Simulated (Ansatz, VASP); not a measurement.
**Mg in VASP and in Ansatz**

```
Mg
1.0
     1.77373   -5.62665    0.00000
     1.77373    5.62665    0.00000
     0.00000    0.00000    4.69423
Mg
4
Direct
  0.09800 0.90200 0.91000
  0.59800 0.40200 0.59000
  0.90200 0.09800 0.09000
  0.40200 0.59800 0.41000
```

Alike in both runs: task relaxation of cell and atoms; functional r2SCAN; k mesh 6 × 6 × 4; occupations gaussian, width 0.1 eV; no spin polarisation.

|  | VASP | Ansatz |
| --- | --- | --- |
| version | VASP 6.6.1 | Ansatz 0.2.0 |
| potentials or method | VASP PAW PBE potentials, release 64 (Mg), cutoff 600 eV | scalar-relativistic, plane waves, PAW |
| valence electrons in the cell | 8 | 40 |

```csv
,VASP,Ansatz,Ansatz less VASP
"gap on the k mesh at the Fermi level, each at its own relaxed structure (eV)",none,none,-
relaxed volume (Å³/atom),23.77,23.96,+0.190
relaxed cell length with the largest relative difference (Å),5.892,5.911,+0.0187
```

VASP's potentials were made for PBE, not for r2SCAN. A gap of «none» marks a metal or a gap that the smearing closes. VASP's potentials hold 8 valence electrons a cell and Ansatz's 40, so a difference there can come from the potentials and not from the codes.
